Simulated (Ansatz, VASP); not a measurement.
# Cs in VASP and in Ansatz

File INCAR:

```
PREC = Accurate
ENCUT = 520
EDIFF = 1E-7
ISMEAR = -1
SIGMA = 0.08
LREAL = False
LASPH = True
NELM = 100
ALGO = Normal
ISIF = 2
LWAVE = False
LCHARG = True
GGA = PS
LELF = True
LVHAR = True
NBANDS = 16
```

KPOINTS

```
Automatic mesh
0
Gamma
  6 6 6
```

POSCAR

```
Cs
1.0
    6.0449950640      0.0000000000      0.0000000000
    0.0000000000      6.0449950640      0.0000000000
    0.0000000000      0.0000000000      6.0449950640
Cs
2
Direct
    0.0000000000      0.0000000000      0.0000000000
    0.5000000000      0.5000000000      0.5000000000
```

Input for Ansatz:

```yaml
crystal:
  lattice:
    - [6.044995064, 0.0, 0.0]
    - [0.0, 6.044995064, 0.0]
    - [0.0, 0.0, 6.044995064]
  atoms:
    - { symbol: Cs, position: [0.0, 0.0, 0.0] }
    - { symbol: Cs, position: [0.5, 0.5, 0.5] }
kpoints:
  mp_grid: { grid: [6, 6, 6] }
scf:
  occupations: { method: fermi_dirac, width: 0.08 }
hamiltonian:
  xc: pbesol
  pseudopotentials: { kind: paw }
output:
  forces: true
  stress: true
  eigenvalues: true
```

Alike in both runs: task single point; functional PBEsol; k mesh 6 × 6 × 6; occupations fermi-dirac, width 0.08 eV; no spin polarisation.

```csv
,VASP,Ansatz
version,VASP 6.6.1,Ansatz 0.2.0
potentials or method,"VASP PAW PBE potentials, release 64 (Cs_sv)","PAW with Ansatz's default frozen-core files, scalar-relativistic"
plane-wave cutoff (eV),520,420
valence electrons in the cell,18,18
```

|  | VASP | Ansatz | Ansatz less VASP |
| --- | --- | --- | --- |
| pressure (GPa) | 0.0 | 0.0 | +0.01 |

VASP's potentials were made for PBE, not for PBEsol. With one functional, cell and mesh, what is left measures potentials, basis and numerics.

Spin-orbit coupling is off throughout.
